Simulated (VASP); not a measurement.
# Hf (Im-3m) in VASP: further runs, part 3 of 3

VASP 6.6.1. Earlier steps stand in the parts before.

### 5 Relaxation of cell and atoms, RPBE

File INCAR:

```
SYSTEM = Hf
  ALGO = Normal
  EDIFF = 1E-7
  EDIFFG = -0.01
  ENCUT = 600
  GGA = RP
  IBRION = 2
  ISIF = 3
  ISMEAR = -1
  LASPH = .True.
  LCHARG = .False.
  LREAL = .False.
  LWAVE = .False.
  NELM = 60
  NSW = 60
  PREC = Accurate
  SIGMA = 0.05
```

File KPOINTS:

```
k-points
0
Gamma
  10 10 10
  0 0 0
```

File POSCAR:

```
Hf
1.0
   -1.8050000000      1.8050000000      1.8050000000
    1.8050000000     -1.8050000000      1.8050000000
    1.8050000000      1.8050000000     -1.8050000000
Hf
1
Direct
    0.0000000000      0.0000000000      0.0000000000
```

Potentials or basis: VASP PAW PBE potentials, release 64 (Hf_pv).

Launch:

```console
$ cat potpaw_PBE.64/Hf_pv/POTCAR > POTCAR
$ mpirun -np 1 vasp_std > vasp.out
```

OUTCAR:

```text
SYSTEM = Hf
   EDIFF = 1E-7
   EDIFFG = -0.01
   ENCUT = 600
   GGA = RP
   IBRION = 2
   ISIF = 3
   ISMEAR = -1
   LASPH = .True.
   LREAL = .False.
   NELM = 60
   NSW = 60
   PREC = Accurate

 ion  position               nearest neighbor table
   1  0.000  0.000  0.000-

  LATTYP: Found a body centered cubic cell.
 ALAT       =     3.6100000000

  Lattice vectors:

 A1 = (  -1.8050000000,   1.8050000000,   1.8050000000)
 A2 = (   1.8050000000,  -1.8050000000,   1.8050000000)
 A3 = (   1.8050000000,   1.8050000000,  -1.8050000000)

Analysis of symmetry for initial positions (statically):
=====================================================================
 Subroutine PRICEL returns:
 Original cell was already a primitive cell.

 Routine SETGRP: Setting up the symmetry group for a
 body centered cubic supercell.

 Subroutine GETGRP returns: Found 48 space group operations
 (whereof 48 operations were pure point group operations)
 out of a pool of 48 trial point group operations.

The static configuration has the point symmetry O_h .

Analysis of symmetry for dynamics (positions and initial velocities):
=====================================================================
 Subroutine PRICEL returns:
 Original cell was already a primitive cell.

 Routine SETGRP: Setting up the symmetry group for a
 body centered cubic supercell.

 Subroutine GETGRP returns: Found 48 space group operations
 (whereof 48 operations were pure point group operations)
 out of a pool of 48 trial point group operations.

The dynamic configuration has the point symmetry O_h .

 Subroutine INISYM returns: Found 48 space group operations
 (whereof 48 operations are pure point group operations),
 and found     1 'primitive' translations

----------------------------------------------------------------------------------------

                                     Primitive cell

  volume of cell :      23.5229

  direct lattice vectors                    reciprocal lattice vectors
    -1.805000000  1.805000000  1.805000000     0.000000000  0.277008310  0.277008310
     1.805000000 -1.805000000  1.805000000     0.277008310  0.000000000  0.277008310
     1.805000000  1.805000000 -1.805000000     0.277008310  0.277008310  0.000000000

  length of vectors
     3.126351708  3.126351708  3.126351708     0.391748909  0.391748909  0.391748909

  position of ions in fractional coordinates (direct lattice)
     0.000000000  0.000000000  0.000000000

  ion indices of the primitive-cell ions
   primitive index   ion index
                 1           1

----------------------------------------------------------------------------------------

 KPOINTS: k-points

Automatic generation of k-mesh.
 Grid dimensions read from file:
 generate k-points for:   10   10   10

 Generating k-lattice:

[... 44 lines left out ...]
   number of dos      NEDOS =    301   number of ions     NIONS =      1
   total plane-waves  NPLWV =  21952
   dimension x,y,z NGX =    28 NGY =   28 NGZ =   28
   dimension x,y,z NGXF=    56 NGYF=   56 NGZF=   56
   ions per type =               1
   NGX,Y,Z   is equivalent  to a cutoff of  14.89, 14.89, 14.89 a.u.
   NGXF,Y,Z  is equivalent  to a cutoff of  29.78, 29.78, 29.78 a.u.
 SYSTEM =  Hf
   PREC   = accura    normal or accurate (medium, high low for compatibility)
   ISTART =      0    job   : 0-new  1-cont  2-samecut
   ICHARG =      2    charge: 1-file 2-atom 10-const
   ISPIN  =      1    spin polarized calculation?
   LNONCOLLINEAR =      F non collinear calculations
   LSORBIT =      F    spin-orbit coupling
   LASPH  =      T    aspherical Exc in radial PAW
   ENCUT  =  600.0 eV  44.10 Ry    6.64 a.u.   6.24  6.24  6.24*2*pi/ulx,y,z
   NELM   =     60;   NELMIN=  2; NELMDL= -5     # of ELM steps
   EDIFF  = 0.1E-06   stopping-criterion for ELM
   LREAL  =      F    real-space projection
   EDIFFG = -.1E-01   stopping-criterion for IOM
   NSW    =     60    number of steps for IOM
   IBRION =      2    ionic relax: 0-MD 1-quasi-New 2-CG
   NFREE  =      1    steps in history (QN), initial steepest desc. (CG)
   ISIF   =      3    stress and relaxation
   ISYM   =      2    0-nonsym 1-usesym 2-fastsym
   POTIM  = 0.5000    time-step for ionic-motion
   TEBEG  =    0.0;   TEEND  =   0.0 temperature during run
   PSTRESS=    0.0 pullay stress
   NELECT =      10.0000    total number of electrons
   NUPDOWN=      -1.0000    fix difference up-down
   EMIN   =  10.00;   EMAX   =-10.00  energy-range for DOS
   EFERMI =   0.00;   METHOD = LEGACY
   ISMEAR =    -1;   SIGMA  =   0.05  broadening in eV -4-tet -1-fermi 0-gaus
   EFERMI_NEDOS =   21; number of points for ismear=-14 and -15
   IALGO  =     38    algorithm
   IMIX   =      4    mixing-type and parameters
     AMIX     =   0.40;   BMIX     =  1.00
     AMIX_MAG =   1.60;   BMIX_MAG =  1.00
  volume/ion in A,a.u.               =      23.52       158.74
  Fermi-wavevector in a.u.,A,eV,Ry     =   1.230961  2.326179 20.616432  1.515265
  Thomas-Fermi vector in A             =   2.365789
   LORBIT       =      0    0 simple, 1 ext, 2 COOP (PROOUT), +10 PAW based schemes
   GGA     = RP    functional components
   LHFCALC =     F    Hartree Fock is set to
   AEXX    =    0.0000 exact exchange contribution
   IVDW    =     0    specifies the selected vdW correction
   LEPSILON=     F    determine dielectric tensor
   LRPA    =     F    only Hartree local field effects (RPA)
 conjugate gradient relaxation of ions
 non-spin polarized calculation
  energy-cutoff  :      600.00
  volume of cell :       23.52
 maximum number of plane-waves:       802
 NGX is ok and might be reduce to    28
   NGX = 13   NGY = 13   NGZ = 13

--------------------------------------- Ionic step        1  -------------------------------------------

 number of electron      10.0000000 magnetization

 number of electron       9.9999999 magnetization

 Free energy of the ion-electron system (eV)
  ---------------------------------------------------
  ext. energy  EPLUGINS =         0.00000000
  ---------------------------------------------------
  free energy    TOTEN  =        -9.32284457 eV

  energy without entropy =       -9.30733494  energy(sigma->0) =       -9.31508975

------------------------ aborting loop because EDIFF is reached ----------------------------------------

  FORCE on cell =-STRESS in cart. coord.  units (eV):
  Direction    XX          YY          ZZ          XY          YZ          ZX
  --------------------------------------------------------------------------------------
  -------------------------------------------------------------------------------------
  Total       -0.3790534     -0.3790534     -0.3790534     -0.0000000     -0.0000000      0.0000000
  in kB      -25.8178049    -25.8178049    -25.8178049     -0.0000000     -0.0000000      0.0000000
  external PRESSURE =     -25.8178049 kB  Pullay stress =       0.0000000 kB
[... 57 lines left out ...]
--------------------------------------- Ionic step        3  -------------------------------------------

 number of electron       9.9999999 magnetization

 Free energy of the ion-electron system (eV)
  ---------------------------------------------------
  ext. energy  EPLUGINS =         0.00000000
  ---------------------------------------------------
  free energy    TOTEN  =        -9.32815089 eV

  energy without entropy =       -9.31372908  energy(sigma->0) =       -9.32093999

 E-fermi :   4.5322     XC(G=0): -11.1190

 val. band max:        4.4900033546   @ k =   0.3000   0.1000   0.1000
 cond. band min:       4.5384153232   @ k =   0.3000   0.2000  -0.0000
 fundamental gap:      0.0484119686
 Fermi energy:         4.5321833180

 k-point     1 :       0.0000    0.0000    0.0000
  band No.  band energies     occupation
      1     -25.4422      2.00000
      2     -25.4422      2.00000
      3     -25.4422      2.00000
      4      -2.4360      2.00000
      5       6.0654      0.00000
      6       6.0654      0.00000
      7       6.0654      0.00000
      8       8.7728      0.00000
      9       8.7728      0.00000
[... 265 lines left out ...]
 k-point    24 :      -0.3000    0.3000    0.1000
  band No.  band energies     occupation
      1     -25.9347      2.00000
      2     -25.6308      2.00000
      3     -25.5009      2.00000
      4       0.4493      2.00000
      5       4.7481      0.02631
      6       4.9804      0.00026
      7       7.4748      0.00000
      8       8.9052      0.00000
      9       9.5518      0.00000

 [... further k-points ...]

------------------------ aborting loop because EDIFF is reached ----------------------------------------

  FORCE on cell =-STRESS in cart. coord.  units (eV):
  Direction    XX          YY          ZZ          XY          YZ          ZX
  --------------------------------------------------------------------------------------
  -------------------------------------------------------------------------------------
  Total       -0.0007661     -0.0007661     -0.0007661     -0.0000000     -0.0000000     -0.0000000
  in kB       -0.0536422     -0.0536422     -0.0536422     -0.0000000     -0.0000000     -0.0000000
  external PRESSURE =      -0.0536422 kB  Pullay stress =       0.0000000 kB
[... 16 lines left out ...]
  FREE ENERGIE OF THE ION-ELECTRON SYSTEM (eV)
  ---------------------------------------------------
  free  energy   TOTEN  =        -9.3281508949 eV

  energy  without entropy=       -9.3137290758  energy(sigma->0) =       -9.32093999

 reached required accuracy - stopping structural energy minimisation
```

OSZICAR:

```text
N       E                     dE             d eps       ncg     rms          rms(c)
DAV:   1     0.827575096317E+01    0.82758E+01   -0.65785E+03   846   0.115E+03
DAV:   2    -0.933253925819E+01   -0.17608E+02   -0.17060E+02  1258   0.140E+02
DAV:   3    -0.967494168428E+01   -0.34240E+00   -0.33783E+00  1033   0.141E+01
[... 23 lines left out ...]
DAV:   3    -0.932822251858E+01    0.74315E-02   -0.23836E-02   865   0.127E+00    0.251E-01
DAV:   4    -0.932817858215E+01    0.43936E-04   -0.21343E-04   996   0.159E-01    0.160E-01
DAV:   5    -0.932815103397E+01    0.27548E-04   -0.87546E-05  1027   0.706E-02    0.239E-02
DAV:   6    -0.932815095692E+01    0.77043E-07   -0.17166E-06   910   0.109E-02    0.748E-03
DAV:   7    -0.932815089487E+01    0.62054E-07   -0.11254E-07   737   0.286E-03
   3 F= -.93281509E+01 E0= -.93209400E+01  d E =-.530633E-02
```

It took 31 s on 1 thread of Intel Xeon 6975P-C, shared host; peak memory 0.17 GiB.

Results:

```yaml
Free_energy: -9.3282 eV
Relaxed_volume: 22.88 Å³/atom
Relaxed_cell: a = 3.098 Å, b = 3.098 Å, c = 3.098 Å, α = 109.47°, β = 109.47°, γ = 109.47°
Space_group_after_relaxing_to_0.05_Å: Im-3m (No. 229)
Energy_gained_by_relaxing: 5.3 meV/atom
Ionic_steps: 3
Pressure_after_relaxing: 0.0 GPa
Band_gap_on_the_k_mesh: zero (band 5 reaches 6.07 eV, above the bottom of band 6 at 3.80 eV)
```

The path:
| step | energy change (eV) | largest force (eV/Å) | pressure (GPa) | volume (Å³) |
| --- | --- | --- | --- | --- |
| 1 | 0.0000 | 0.0000 | -2.58 | 23.52 |
| 2 | 0.0001 | 0.0000 | 2.84 | 22.26 |
| 3 | -0.0053 | 0.0000 | -0.01 | 22.88 |

Final structure:
```xyz
1
Lattice="-1.7884 1.7884 1.7884 1.7884 -1.7884 1.7884 1.7884 1.7884 -1.7884" Properties=species:S:1:pos:R:3 pbc="T T T"
Hf    0.0000    0.0000    0.0000
```

Levels at points of the mesh, in eV from the Fermi level:
| k point | band 3 | band 4 | band 5 | band 6 | band 7 | band 8 |
| --- | --- | --- | --- | --- | --- | --- |
| (0.00, 0.00, 0.00) | -29.97 | -6.97 | 1.53 | 1.53 | 1.53 | 4.24 |
| (0.50, 0.00, 0.00) | -29.98 | -3.30 | -0.44 | 0.94 | 4.07 | 5.04 |
| (0.50, 0.50, 0.50) | -30.50 | -2.48 | -2.48 | 6.62 | 6.62 | 6.62 |

Caveat: the PAW data sets were made with another functional, which shifts forces and pressure a little; spin-orbit coupling is left out, which moves the levels of the heavy elements.

### 6 Relaxation of cell and atoms, revPBE

File INCAR:

```
SYSTEM = Hf
ALGO = Normal
EDIFF = 1E-7
EDIFFG = -0.01
ENCUT = 600
GGA = RE
IBRION = 2
ISIF = 3
ISMEAR = -1
LASPH = .TRUE.
LCHARG = .FALSE.
LREAL = .FALSE.
LWAVE = .FALSE.
NELM = 100
NSW = 60
PREC = Accurate
SIGMA = 0.05
```

File KPOINTS:

```
k-points
0
G
  10 10 10
  0 0 0
```

POSCAR is that of step 5.

Potentials or basis: VASP PAW PBE potentials, release 64 (Hf_pv).

Launch:

```console
$ cat potpaw_PBE.64/Hf_pv/POTCAR > POTCAR
$ mpirun -np 1 vasp_std > vasp.out
```

OUTCAR:

```text
SYSTEM = Hf
   EDIFF = 1E-7
   EDIFFG = -0.01
   ENCUT = 600
   GGA = RE
   IBRION = 2
   ISIF = 3
   ISMEAR = -1
   LASPH = .TRUE.
   LREAL = .FALSE.
   NELM = 100
   NSW = 60
   PREC = Accurate

 ion  position               nearest neighbor table
   1  0.000  0.000  0.000-

  LATTYP: Found a body centered cubic cell.
 ALAT       =     3.6100000000

  Lattice vectors:

 A1 = (  -1.8050000000,   1.8050000000,   1.8050000000)
 A2 = (   1.8050000000,  -1.8050000000,   1.8050000000)
 A3 = (   1.8050000000,   1.8050000000,  -1.8050000000)

Analysis of symmetry for initial positions (statically):
=====================================================================
 Subroutine PRICEL returns:
 Original cell was already a primitive cell.

 Routine SETGRP: Setting up the symmetry group for a
 body centered cubic supercell.

 Subroutine GETGRP returns: Found 48 space group operations
[... 9 lines left out ...]

 Routine SETGRP: Setting up the symmetry group for a
 body centered cubic supercell.

 Subroutine GETGRP returns: Found 48 space group operations
[... 11 lines left out ...]
                                     Primitive cell

  volume of cell :      23.5229

  direct lattice vectors                    reciprocal lattice vectors
    -1.805000000  1.805000000  1.805000000     0.000000000  0.277008310  0.277008310
     1.805000000 -1.805000000  1.805000000     0.277008310  0.000000000  0.277008310
     1.805000000  1.805000000 -1.805000000     0.277008310  0.277008310  0.000000000

  length of vectors
     3.126351708  3.126351708  3.126351708     0.391748909  0.391748909  0.391748909

  position of ions in fractional coordinates (direct lattice)
     0.000000000  0.000000000  0.000000000

  ion indices of the primitive-cell ions
   primitive index   ion index
                 1           1

----------------------------------------------------------------------------------------

[... 97 lines left out ...]
   IVDW    =     0    specifies the selected vdW correction
   LEPSILON=     F    determine dielectric tensor
   LRPA    =     F    only Hartree local field effects (RPA)
 conjugate gradient relaxation of ions
 non-spin polarized calculation
  energy-cutoff  :      600.00
  volume of cell :       23.52
 maximum number of plane-waves:       802
 NGX is ok and might be reduce to    28
   NGX = 13   NGY = 13   NGZ = 13

--------------------------------------- Ionic step        1  -------------------------------------------

 number of electron      10.0000000 magnetization

 number of electron       9.9999999 magnetization

 Free energy of the ion-electron system (eV)
  ---------------------------------------------------
  ext. energy  EPLUGINS =         0.00000000
  ---------------------------------------------------
  free energy    TOTEN  =        -9.40178549 eV

  energy without entropy =       -9.38634796  energy(sigma->0) =       -9.39406673

------------------------ aborting loop because EDIFF is reached ----------------------------------------

  FORCE on cell =-STRESS in cart. coord.  units (eV):
  Direction    XX          YY          ZZ          XY          YZ          ZX
  --------------------------------------------------------------------------------------
  -------------------------------------------------------------------------------------
  Total       -0.4870867     -0.4870867     -0.4870867      0.0000000      0.0000000      0.0000000
  in kB      -33.1760905    -33.1760905    -33.1760905      0.0000000      0.0000000      0.0000000
  external PRESSURE =     -33.1760905 kB  Pullay stress =       0.0000000 kB
[... 57 lines left out ...]
--------------------------------------- Ionic step        3  -------------------------------------------

 number of electron      10.0000000 magnetization

 Free energy of the ion-electron system (eV)
  ---------------------------------------------------
  ext. energy  EPLUGINS =         0.00000000
  ---------------------------------------------------
  free energy    TOTEN  =        -9.41054069 eV

  energy without entropy =       -9.39637683  energy(sigma->0) =       -9.40345876

 E-fermi :   4.5560     XC(G=0): -11.1717

 val. band max:        4.5242124393   @ k =   0.3000   0.1000   0.1000
 cond. band min:       4.5643620541   @ k =   0.3000   0.2000  -0.0000
 fundamental gap:      0.0401496148
 Fermi energy:         4.5560479150

 k-point     1 :       0.0000    0.0000    0.0000
  band No.  band energies     occupation
      1     -25.3767      2.00000
      2     -25.3767      2.00000
      3     -25.3767      2.00000
      4      -2.4382      2.00000
      5       6.0871      0.00000
      6       6.0871      0.00000
      7       6.0871      0.00000
      8       8.8188      0.00000
      9       8.8188      0.00000
[... 265 lines left out ...]
 k-point    24 :      -0.3000    0.3000    0.1000
  band No.  band energies     occupation
      1     -25.8835      2.00000
      2     -25.5705      2.00000
      3     -25.4372      2.00000
      4       0.4657      2.00000
      5       4.7677      0.02862
      6       4.9936      0.00032
      7       7.5106      0.00000
      8       8.9564      0.00000
      9       9.6085      0.00000

 [... further k-points ...]
[... 5 lines left out ...]
  --------------------------------------------------------------------------------------
  -------------------------------------------------------------------------------------
  Total       -0.0022777     -0.0022777     -0.0022777      0.0000000      0.0000000     -0.0000000
  in kB       -0.1607289     -0.1607289     -0.1607289      0.0000000      0.0000000     -0.0000000
  external PRESSURE =      -0.1607289 kB  Pullay stress =       0.0000000 kB
[... 16 lines left out ...]
  FREE ENERGIE OF THE ION-ELECTRON SYSTEM (eV)
  ---------------------------------------------------
  free  energy   TOTEN  =        -9.4105406858 eV

  energy  without entropy=       -9.3963768295  energy(sigma->0) =       -9.40345876

 reached required accuracy - stopping structural energy minimisation
```

CONTCAR:

```text
Hf
   1.00000000000000
    -1.7838314434081191    1.7838314434081191    1.7838314434081191
     1.7838314434081191   -1.7838314434081191    1.7838314434081191
     1.7838314434081191    1.7838314434081191   -1.7838314434081191
  Hf
     1
Direct
     0.0000000000000000    0.0000000000000000    0.0000000000000000

  0.00000000E+00  0.00000000E+00  0.00000000E+00
```

It took 32 s on 1 thread of Intel Xeon 6975P-C, shared host; peak memory 0.17 GiB.

Results:

| Property | Result |
| --- | --- |
| Free energy | -9.4105 eV |
| Relaxed volume | 22.70 Å³/atom |
| Relaxed cell | a = 3.090 Å, b = 3.090 Å, c = 3.090 Å, α = 109.47°, β = 109.47°, γ = 109.47° |
| Space group after relaxing (to 0.05 Å) | Im-3m (No. 229) |
| Energy gained by relaxing | 8.8 meV/atom |
| Ionic steps | 3 |
| Pressure after relaxing | 0.0 GPa |
| Band gap on the k mesh | zero (band 5 reaches 6.09 eV, above the bottom of band 6 at 3.81 eV) |

The path:
| step | energy change (eV) | largest force (eV/Å) | pressure (GPa) | volume (Å³) |
| --- | --- | --- | --- | --- |
| 1 | 0.0000 | 0.0000 | -3.32 | 23.52 |
| 2 | 0.0004 | 0.0000 | 3.77 | 21.90 |
| 3 | -0.0088 | 0.0000 | -0.02 | 22.70 |

Final structure:
```
Hf
1.0
    -1.78383    1.78383    1.78383
     1.78383   -1.78383    1.78383
     1.78383    1.78383   -1.78383
Hf
1
Direct
  0.00000 0.00000 0.00000
```

Caveat: the PAW data sets were made with another functional, which shifts forces and pressure a little; spin-orbit coupling is left out, which moves the levels of the heavy elements.

### 7 The runs side by side

```csv
task,level,cell,cutoff (eV),smearing,gap on the mesh (eV),pressure (GPa),relaxed volume (Å³/atom)
single point,PBE,as given,520,gaussian 0.021 eV,none,-5.3,-
single point,PBE,as given,520,gaussian 0.024 eV,none,-5.3,-
single point,r2SCAN,as given,520,fermi-dirac 0.05 eV,none,-6.0,-
relaxation of cell and atoms,RPBE,relaxed,600,fermi-dirac 0.05 eV,none,0.0,22.88
relaxation of cell and atoms,revPBE,relaxed,600,fermi-dirac 0.05 eV,none,0.0,22.70
```

Alike in all rows: potentials or basis VASP PAW PBE potentials, release 64 (Hf_pv); no spin polarisation; k mesh 10 × 10 × 10.

Every run on the cell as given and a fine mesh finds a metal. The pressure there spans -6.0 GPa (r2SCAN) to -5.3 GPa (PBE); a positive pressure means that this level wants a larger cell, a negative one a smaller.

Caveats: spin-orbit coupling is left out, which moves the levels of the heavy elements; the PAW data sets were made with another functional, which shifts forces and pressure a little (some runs).

Absolute energies hang on the potentials; compare differences alone.
